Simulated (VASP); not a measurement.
# CdTe (F-43m) in VASP: a series of runs, part 2 of 2

VASP 6.6.1. Earlier steps stand in the parts before.

## (4) Relaxation of cell and atoms, PBEsol, target pressure -2 GPa, at which the enthalpy is minimised

This run uses another cell than the first one, of 34.16 Å³/atom, 0.946 times its volume.

File INCAR:

```
SYSTEM = CdTe
  PREC = Accurate
  ENCUT = 600
  EDIFF = 1E-6
  ISMEAR = 0
  SIGMA = 0.01
  LREAL = .FALSE.
  LASPH = .TRUE.
  NELM = 60
  ALGO = Normal
  ISIF = 3
  LWAVE = .FALSE.
  LCHARG = .FALSE.
  GGA = PS
  IBRION = 2
  NSW = 100
  EDIFFG = -0.002
  PSTRESS = -20.0
```

File KPOINTS:

```
regular mesh
0
G
  6 6 6
  0 0 0
```

File POSCAR:

```
CdTe
1.0
    3.2447046504      3.2447046504      0.0000000000
   -3.2447046504      3.2447046504      0.0000000000
    0.0000000000      3.2447046504      3.2447046504
Cd Te
1 1
Direct
    0.0000000000      0.0000000000      0.0000000000
    0.7500000000      0.2500000000      0.5000000000
```

Potentials or basis: VASP PAW PBE potentials, release 64 (Cd, Te).

On the command line:

```
$ cat potpaw_PBE.64/Cd/POTCAR potpaw_PBE.64/Te/POTCAR > POTCAR
$ mpirun -np 1 vasp_std > vasp.out
```

OUTCAR:

```text
SYSTEM = CdTe
   PREC = Accurate
   ENCUT = 600
   EDIFF = 1E-6
   ISMEAR = 0
   LREAL = .FALSE.
   LASPH = .TRUE.
   NELM = 60
   ISIF = 3
   GGA = PS
   IBRION = 2
   NSW = 100
   EDIFFG = -0.002
   PSTRESS = -20.0

 ion  position               nearest neighbor table
   1  0.000  0.000  0.000-   2 2.81   2 2.81   2 2.81   2 2.81
   2  0.750  0.250  0.500-   1 2.81   1 2.81   1 2.81   1 2.81

  LATTYP: Found a face centered cubic cell.
 ALAT       =     6.4894093008

  Lattice vectors:

 A1 = (   0.0000000000,   3.2447046504,   3.2447046504)
 A2 = (   3.2447046504,   0.0000000000,   3.2447046504)
 A3 = (   3.2447046504,   3.2447046504,   0.0000000000)

Analysis of symmetry for initial positions (statically):
=====================================================================
 Subroutine PRICEL returns:
 Original cell was already a primitive cell.

 Routine SETGRP: Setting up the symmetry group for a
 face centered cubic supercell.

 Subroutine GETGRP returns: Found 24 space group operations
 (whereof 24 operations were pure point group operations)
 out of a pool of 48 trial point group operations.

The static configuration has the point symmetry T_d .

Analysis of symmetry for dynamics (positions and initial velocities):
=====================================================================
 Subroutine PRICEL returns:
 Original cell was already a primitive cell.

 Routine SETGRP: Setting up the symmetry group for a
 face centered cubic supercell.

 Subroutine GETGRP returns: Found 24 space group operations
 (whereof 24 operations were pure point group operations)
 out of a pool of 48 trial point group operations.

The dynamic configuration has the point symmetry T_d .

 Subroutine INISYM returns: Found 24 space group operations
 (whereof 24 operations are pure point group operations),
 and found     1 'primitive' translations

----------------------------------------------------------------------------------------

                                     Primitive cell

  volume of cell :      68.3212

  direct lattice vectors                    reciprocal lattice vectors
     3.244704650  3.244704650  0.000000000     0.154097230  0.154097230 -0.154097230
    -3.244704650  3.244704650  0.000000000    -0.154097230  0.154097230 -0.154097230
     0.000000000  3.244704650  3.244704650     0.000000000  0.000000000  0.308194461

  length of vectors
     4.588705322  4.588705322  4.588705322     0.266904232  0.266904232  0.308194461

  position of ions in fractional coordinates (direct lattice)
     0.000000000  0.000000000  0.000000000
     0.750000000  0.250000000  0.500000000

  ion indices of the primitive-cell ions
   primitive index   ion index
                 1           1
                 2           2

----------------------------------------------------------------------------------------

 KPOINTS: regular mesh

Automatic generation of k-mesh.
 Grid dimensions read from file:
 generate k-points for:    6    6    6

 Generating k-lattice:

  Cartesian coordinates                     Fractional coordinates (reciprocal lattice)
     0.025682872  0.025682872 -0.025682872     0.166666667  0.000000000  0.000000000
    -0.025682872  0.025682872 -0.025682872     0.000000000  0.166666667  0.000000000
     0.000000000  0.000000000  0.051365743     0.000000000  0.000000000  0.166666667

  Length of vectors
     0.044484039  0.044484039  0.051365743

  Shift w.r.t. Gamma in fractional coordinates (k-lattice)
     0.000000000  0.000000000  0.000000000

 Subroutine IBZKPT returns following result:
 ===========================================

 Found     16 irreducible k-points:

 Following reciprocal coordinates:
            Coordinates               Weight
  0.000000  0.000000  0.000000      1.000000
  0.166667  0.000000  0.000000      8.000000
  0.333333  0.000000  0.000000      8.000000
  0.500000  0.000000  0.000000      4.000000
  0.166667  0.166667  0.000000     12.000000
  0.333333  0.166667  0.000000     24.000000
[... 8 lines left out ...]
  0.500000  0.333333  0.166667     24.000000
  0.500000  0.500000  0.166667     12.000000
   k-points           NKPTS =     16   k-points in BZ     NKDIM =     16   number of bands    NBANDS=     13
   number of dos      NEDOS =    301   number of ions     NIONS =      2
   total plane-waves  NPLWV =  64000
   dimension x,y,z NGX =    40 NGY =   40 NGZ =   40
   dimension x,y,z NGXF=    80 NGYF=   80 NGZF=   80
   ions per type =               1   1
   NGX,Y,Z   is equivalent  to a cutoff of  14.49, 14.49, 14.49 a.u.
   NGXF,Y,Z  is equivalent  to a cutoff of  28.98, 28.98, 28.98 a.u.
 SYSTEM =  CdTe
   PREC   = accura    normal or accurate (medium, high low for compatibility)
   ISTART =      0    job   : 0-new  1-cont  2-samecut
   ICHARG =      2    charge: 1-file 2-atom 10-const
   ISPIN  =      1    spin polarized calculation?
   LNONCOLLINEAR =      F non collinear calculations
   LSORBIT =      F    spin-orbit coupling
   LASPH  =      T    aspherical Exc in radial PAW
   ENCUT  =  600.0 eV  44.10 Ry    6.64 a.u.   9.16  9.16  9.16*2*pi/ulx,y,z
   NELM   =     60;   NELMIN=  2; NELMDL= -5     # of ELM steps
   EDIFF  = 0.1E-05   stopping-criterion for ELM
   LREAL  =      F    real-space projection
   EDIFFG = -.2E-02   stopping-criterion for IOM
   NSW    =    100    number of steps for IOM
   IBRION =      2    ionic relax: 0-MD 1-quasi-New 2-CG
   NFREE  =      1    steps in history (QN), initial steepest desc. (CG)
   ISIF   =      3    stress and relaxation
   ISYM   =      2    0-nonsym 1-usesym 2-fastsym
   POTIM  = 0.5000    time-step for ionic-motion
   TEBEG  =    0.0;   TEEND  =   0.0 temperature during run
   PSTRESS=  -20.0 pullay stress
   NELECT =      18.0000    total number of electrons
   NUPDOWN=      -1.0000    fix difference up-down
   EMIN   =  10.00;   EMAX   =-10.00  energy-range for DOS
   EFERMI =   0.00;   METHOD = LEGACY
   ISMEAR =     0;   SIGMA  =   0.01  broadening in eV -4-tet -1-fermi 0-gaus
   EFERMI_NEDOS =   21; number of points for ismear=-14 and -15
   IALGO  =     38    algorithm
   IMIX   =      4    mixing-type and parameters
     AMIX     =   0.40;   BMIX     =  1.00
     AMIX_MAG =   1.60;   BMIX_MAG =  1.00
  volume/ion in A,a.u.               =      34.16       230.53
  Fermi-wavevector in a.u.,A,eV,Ry     =   1.049495  1.983259 14.986006  1.101440
  Thomas-Fermi vector in A             =   2.184460
   LORBIT       =      0    0 simple, 1 ext, 2 COOP (PROOUT), +10 PAW based schemes
   GGA     = PS    functional components
   LHFCALC =     F    Hartree Fock is set to
   AEXX    =    0.0000 exact exchange contribution
   IVDW    =     0    specifies the selected vdW correction
   LEPSILON=     F    determine dielectric tensor
   LRPA    =     F    only Hartree local field effects (RPA)
 conjugate gradient relaxation of ions
 non-spin polarized calculation
 Gauss-broadening in eV      SIGMA  =   0.01
  energy-cutoff  :      600.00
  volume of cell :       68.32
 maximum number of plane-waves:      2301
 NGX is ok and might be reduce to    40
   NGX = 19   NGY = 19   NGZ = 19

--------------------------------------- Ionic step        1  -------------------------------------------

 number of electron      17.9999998 magnetization

 Free energy of the ion-electron system (eV)
  ---------------------------------------------------
  ext. energy  EPLUGINS =         0.00000000
  ---------------------------------------------------
  free energy    TOTEN  =        -5.48346688 eV

  energy without entropy =       -5.48346688  energy(sigma->0) =       -5.48346688

------------------------ aborting loop because EDIFF is reached ----------------------------------------

  FORCE on cell =-STRESS in cart. coord.  units (eV):
  Direction    XX          YY          ZZ          XY          YZ          ZX
  --------------------------------------------------------------------------------------
  -------------------------------------------------------------------------------------
  Total        0.0593323      0.0593323      0.0593323      0.0000000      0.0000000      0.0000000
  in kB        1.3913811      1.3913811      1.3913811      0.0000000      0.0000000      0.0000000
  external PRESSURE =      21.3913811 kB  Pullay stress =     -20.0000000 kB
[... 61 lines left out ...]
  enthalpy is  TOTEN    =        -6.3618429146 eV   P V=       -0.9103987056

--------------------------------------- Ionic step        3  -------------------------------------------

 number of electron      18.0000001 magnetization

 Free energy of the ion-electron system (eV)
  ---------------------------------------------------
  ext. energy  EPLUGINS =         0.00000000
  ---------------------------------------------------
  free energy    TOTEN  =        -5.45777276 eV

  energy without entropy =       -5.45777276  energy(sigma->0) =       -5.45777276

 E-fermi :   1.7696     XC(G=0):  -8.5042

 val. band max:        1.6694847271   @ k =   0.0000   0.0000   0.0000
 cond. band min:       2.1478489255   @ k =   0.0000   0.0000   0.0000
 fundamental gap:      0.4783641984
 Fermi energy:         1.7696281579

 k-point     1 :       0.0000    0.0000    0.0000
  band No.  band energies     occupation
      1      -9.2028      2.00000
      2      -6.3920      2.00000
      3      -6.3920      2.00000
      4      -6.3920      2.00000
      5      -6.1712      2.00000
      6      -6.1712      2.00000
      7       1.6695      2.00000
      8       1.6695      2.00000
      9       1.6695      2.00000
     10       2.1478      0.00000
     11       6.2501      0.00000
     12       6.2501      0.00000
     13       6.2501      0.00000
[... 267 lines left out ...]
  FREE ENERGIE OF THE ION-ELECTRON SYSTEM (eV)
  ---------------------------------------------------
  free  energy   TOTEN  =        -5.4577727573 eV

  energy  without entropy=       -5.4577727573  energy(sigma->0) =       -5.45777276

  enthalpy is  TOTEN    =        -6.3621583545 eV   P V=       -0.9043855973

 reached required accuracy - stopping structural energy minimisation
```

OSZICAR:

```text
N       E                     dE             d eps       ncg     rms          rms(c)
DAV:   1     0.110533533519E+03    0.11053E+03   -0.91505E+03   416   0.135E+03
DAV:   2    -0.113360247626E+01   -0.11167E+03   -0.10750E+03   471   0.291E+02
DAV:   3    -0.569549193560E+01   -0.45619E+01   -0.45527E+01   501   0.605E+01
[... 26 lines left out ...]
DAV:   3    -0.545786244115E+01    0.67914E-03   -0.17402E-03   431   0.439E-01    0.165E-01
DAV:   4    -0.545777518442E+01    0.87257E-04   -0.16773E-04   451   0.107E-01    0.328E-02
DAV:   5    -0.545777174043E+01    0.34440E-05   -0.18456E-05   426   0.554E-02    0.231E-02
DAV:   6    -0.545777298690E+01   -0.12465E-05   -0.52108E-06   426   0.242E-02    0.665E-03
DAV:   7    -0.545777275725E+01    0.22965E-06   -0.54360E-07   213   0.947E-03
   3 F= -.63621584E+01 E0= -.63621584E+01  d E =-.258370E-01
```

It took 49 s on 1 thread of Intel Xeon Platinum 8259CL at 2.50GHz (Skylake/Cascade Lake), shared host; peak memory 0.24 GiB.

What came out:

```yaml
Free_energy: -5.4578 eV
Relaxed_volume: 36.22 Å³/atom
Relaxed_cell: a = 4.679 Å, b = 4.679 Å, c = 4.679 Å, α = 60.00°, β = 60.00°, γ = 90.00°
Space_group_after_relaxing_to_0.05_Å: F-43m (No. 216)
Energy_change_on_relaxing_the_enthalpy_is_what_falls: +12.8 meV/atom
Ionic_steps: 3
Pressure_after_relaxing: -2.0 GPa
Band_gap_on_the_k_mesh: 0.48 eV, direct
```

Step by step:
| step | energy change (eV) | largest force (eV/Å) | pressure (GPa) | volume (Å³) |
| --- | --- | --- | --- | --- |
| 1 | 0.0000 | 0.0000 | 0.14 | 68.32 |
| 2 | 0.0320 | 0.0000 | -2.19 | 72.93 |
| 3 | 0.0257 | 0.0000 | -2.00 | 72.45 |

Final structure:
```
Cd Te
1.0
     3.30878    3.30878    0.00000
    -3.30878    3.30878    0.00000
     0.00000    3.30878    3.30878
Cd Te
1 1
Direct
  0.00000 0.00000 0.00000
  0.75000 0.25000 0.50000
```

Levels at points of the mesh, in eV from the valence-band top:
```tsv
k point	band 7	band 8	band 9	band 10	band 11	band 12
(0.00, 0.00, 0.00)	0.00	0.00	0.00	0.48	4.58	4.58
(0.50, 0.00, 0.00)	-4.13	-0.70	-0.70	1.67	5.15	5.15
(0.50, 0.50, 0.00)	-4.06	-1.68	-1.68	2.60	2.62	8.40
```

Caveat: the cell is relaxed towards a set pressure, so the enthalpy falls and the energy may rise; the PAW data sets were made with another functional, which shifts forces and pressure a little; spin-orbit coupling is left out, which moves the levels of the heavy elements. Zero-point motion and thermal expansion aren't in these numbers.

## (5) Relaxation of cell and atoms, PBEsol, target pressure 2 GPa, at which the enthalpy is minimised

This run uses another cell than the first one, of 34.16 Å³/atom, 0.946 times its volume.

File INCAR:

```
  PREC = Accurate
  ENCUT = 600
  EDIFF = 1E-7
  ISMEAR = 0
  SIGMA = 0.01
  LREAL = F
  LASPH = T
  NELM = 100
  ALGO = Normal
  ISIF = 3
  LWAVE = F
  LCHARG = F
  GGA = PS
  IBRION = 2
  NSW = 100
  EDIFFG = -0.002
  PSTRESS = 20.0
```

File KPOINTS:

```
Automatic mesh
0
Gamma
  6 6 6
```

POSCAR is that of step 4.

On the command line:

```
$ cat potpaw_PBE.64/Cd/POTCAR potpaw_PBE.64/Te/POTCAR > POTCAR
$ mpirun -np 1 vasp_std > vasp.out
```

Run time: 52 s. Hardware: 1 thread of Intel Xeon Platinum 8259CL at 2.50GHz (Skylake/Cascade Lake), shared host; peak memory 0.24 GiB.

Results (log left out):

| Item | Value |
| --- | --- |
| Free energy | -5.4661 eV |
| Relaxed volume | 32.81 Å³/atom |
| Relaxed cell | a = 4.527 Å, b = 4.527 Å, c = 4.527 Å, α = 60.00°, β = 60.00°, γ = 90.00° |
| Space group after relaxing (to 0.05 Å) | F-43m (No. 216) |
| Energy change on relaxing (the enthalpy is what falls) | +8.7 meV/atom |
| Ionic steps | 3 |
| Pressure after relaxing | 2.0 GPa |
| Band gap on the k mesh | 0.77 eV, direct |

The path:
```tsv
step	energy change (eV)	largest force (eV/Å)	pressure (GPa)	volume (Å³)
1	0.0000	0.0000	0.14	68.32
2	0.0351	0.0000	2.94	64.47
3	0.0174	0.0000	2.00	65.62
```

Final structure:
```
CELL_PARAMETERS angstrom
3.20140 3.20140 0.00000
-3.20140 3.20140 0.00000
0.00000 3.20140 3.20140
ATOMIC_POSITIONS crystal
Cd 0.00000 0.00000 0.00000
Te 0.75000 0.25000 0.50000
```

Levels at points of the mesh, in eV from the valence-band top:
| k point | band 5 | band 6 | band 7 | band 8 | band 9 | band 10 | band 11 | band 12 | band 13 |
| --- | --- | --- | --- | --- | --- | --- | --- | --- | --- |
| (0.00, 0.00, 0.00) | -8.10 | -8.10 | 0.00 | 0.00 | 0.00 | 0.77 | 4.51 | 4.51 | 4.51 |
| (0.50, 0.00, 0.00) | -8.09 | -7.73 | -4.69 | -0.84 | -0.84 | 1.76 | 5.11 | 5.11 | 6.94 |
| (0.50, 0.50, 0.00) | -8.07 | -7.58 | -4.53 | -2.02 | -2.02 | 2.40 | 2.58 | 8.93 | 9.25 |

Caveat: the cell is relaxed towards a set pressure, so the enthalpy falls and the energy may rise; the PAW data sets were made with another functional, which shifts forces and pressure a little; spin-orbit coupling is left out, which moves the levels of the heavy elements. Expect the measured gap to be larger: semilocal functionals such as PBEsol lack the derivative discontinuity.

## (6) Overview

| task | cell | k mesh | cutoff (eV) | smearing | gap on the mesh (eV) | pressure (GPa) |
| --- | --- | --- | --- | --- | --- | --- |
| single point | a = 4.675 Å, angles 60.0, 60.0, 90.0°, 2 atoms | 6 × 6 × 6 | 520 | gaussian 0.01 eV | 0.49 | -1.9 |
| single point | a = 4.589 Å, angles 60.0, 60.0, 90.0°, 2 atoms | 10 × 10 × 10 | 520 | fermi-dirac 0.1 eV | 0.65 | 0.2 |
| relaxation of cell and atoms | relaxed to -2 GPa from a = 4.589 Å, angles 60.0, 60.0, 90.0°, 2 atoms | 6 × 6 × 6 | 600 | gaussian 0.01 eV | 0.48 | -2.0 |
| relaxation of cell and atoms | relaxed to 2 GPa from a = 4.589 Å, angles 60.0, 60.0, 90.0°, 2 atoms | 6 × 6 × 6 | 600 | gaussian 0.01 eV | 0.77 | 2.0 |

Alike in all rows: level PBEsol; potentials or basis VASP PAW PBE potentials, release 64 (Cd, Te); no spin polarisation.

Caveats: the PAW data sets were made with another functional, which shifts forces and pressure a little; spin-orbit coupling is left out, which moves the levels of the heavy elements; the cell is relaxed towards a set pressure, so the enthalpy falls and the energy may rise (some runs).

Absolute energies hang on the potentials; compare differences alone.
